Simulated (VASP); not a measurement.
Zn: single point with BLYP+D4

Crystal: Zn.

```
CELL_PARAMETERS angstrom
0.00000 1.96094 1.96094
1.96094 0.00000 1.96094
1.96094 1.96094 0.00000
ATOMIC_POSITIONS crystal
Zn 0.00000 0.00000 0.00000
```

This isn't the form of Zn at room conditions, which is hcp.

```yaml
Program: VASP 6.6.1
Task: single point
Functional: BLYP
Dispersion: D4
Potentials_or_basis: VASP PAW PBE potentials, release 64 (Zn)
Cutoff: 520 eV
k_mesh: 12 × 12 × 12
Occupations: fermi-dirac, width 0.05 eV
Spin: no spin polarisation
Dipole_correction: no
Further_INCAR_settings: ALGO = Fast; EDIFF = 1e-06; NBANDS = 12
```

```
Pressure                   : 0.5 GPa
Band gap on the k mesh     : zero (bands 6 and 7 overlap by 3.79 eV)
Dispersion energy per atom : -0.617 eV
```

Levels at points of the mesh, in eV from the Fermi level:
```csv
k point,band 4,band 5,band 6,band 7,band 8,band 9
"(0.00, 0.00, 0.00)",-7.78,-7.40,-7.40,18.17,18.17,18.17
"(0.50, 0.00, 0.00)",-7.11,-7.11,-2.74,-1.45,15.11,15.11
"(0.50, 0.50, 0.00)",-7.04,-7.04,-0.90,1.71,8.43,8.43
```

It took 19 s on 1 thread of Intel Xeon 8259CL, on a shared host, peak memory 0.14 GiB.

Caveat: the PAW data sets were made with another functional, which shifts forces and pressure a little.
